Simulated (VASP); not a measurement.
Input of a VASP 6.6.1 run:

INCAR

```
SYSTEM = GaP
ALGO = Normal
EDIFF = 1E-6
ENCUT = 520
GGA = PE
ISIF = 2
ISMEAR = 0
LASPH = .True.
LCHARG = .False.
LREAL = .False.
LWAVE = .False.
NBANDS = 26
NELM = 60
PREC = Accurate
SIGMA = 0.02
```

KPOINTS

```
k-points
0
Gamma
  9 9 9
  0 0 0
```

POSCAR

```
GaP
1.0
    1.8455923946      1.0655532658      6.6871421909
   -1.8455923946      1.0655532658      6.6871421909
    0.0000000000     -2.1311065316      6.6871421909
Ga P
2 2
Direct
    0.4318367373      0.4318367373      0.4318367373
    0.5681632627      0.5681632627      0.5681632627
    0.0547724246      0.0547724246      0.0547724246
    0.9452275754      0.9452275754      0.9452275754
```

Potentials or basis: VASP PAW PBE potentials, release 64 (Ga_d, P).

Command:

```bash
$ cat potpaw_PBE.64/Ga_d/POTCAR potpaw_PBE.64/P/POTCAR > POTCAR
$ mpirun -np 1 vasp_std > vasp.out
```

(1) What does it give for the pressure?

(2) Predict the largest force.

(3) Predict the band gap on the k mesh.

## Answers

(1) 6.8 GPa.

(2) 1.328 eV/Å.

(3) 0.71 eV, indirect (least direct gap 0.74 eV).

Caveat: the cell differs from its parent crystal (strained and its atoms moved); forces of over 1 eV/Å act on the atoms, so gaps and moduli don't describe the material at rest.
